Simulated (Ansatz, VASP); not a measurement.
**Two plane-wave programs on Ga**

File INCAR:

```
SYSTEM = Ga
ALGO = Normal
EDIFF = 1E-6
ENCUT = 520
GGA = PE
ISIF = 2
ISMEAR = 0
LASPH = .TRUE.
LCHARG = .TRUE.
LELF = .TRUE.
LREAL = .FALSE.
LVHAR = .TRUE.
LWAVE = .FALSE.
NBANDS = 12
NELM = 60
PREC = Accurate
SIGMA = 0.028000000000000004
```

Contents of KPOINTS:

```
k-points
0
G
  10 10 10
  0 0 0
```

Contents of POSCAR:

```
Ga
1.0
    2.7164800000      0.0000000000      0.0000000000
    0.0000000000      2.7164800000      0.0000000000
    0.0000000000      0.0000000000      2.7164800000
Ga
1
Direct
    0.0000000000      0.0000000000      0.0000000000
```

input.yaml

```yaml
crystal:
  lattice:
    - [2.71648, 0.0, 0.0]
    - [0.0, 2.71648, 0.0]
    - [0.0, 0.0, 2.71648]
  atoms:
    - { symbol: Ga, position: [0.0, 0.0, 0.0] }
hamiltonian:
  xc: pbe
  pseudopotentials: { kind: paw }
kpoints:
  mp_grid: { grid: [10, 10, 10] }
scf:
  occupations: { method: gaussian, width: 0.028 }
output:
  forces: true
  stress: true
  eigenvalues: true
  write_density: true
  write_potential: true
  elf: true
  volumetric_format: npy
```

Alike in both runs: task single point; functional PBE; k mesh 10 × 10 × 10; occupations gaussian, width 0.028 eV; no spin polarisation.

|  | VASP | Ansatz |
| --- | --- | --- |
| version | VASP 6.6.1 | Ansatz 0.2.0 |
| potentials or method | VASP PAW PBE potentials, release 64 (Ga_d) | Ansatz PAW |
| plane-wave cutoff (eV) | 520 | 420 |
| valence electrons in the cell | 13 | 13 |

```csv
,VASP,Ansatz,Ansatz less VASP
gap on the k mesh at the Fermi level (eV),none,none,-
pressure (GPa),0.5,0.5,-0.05
```

A gap of «none» marks a metal or a gap that the smearing closes.
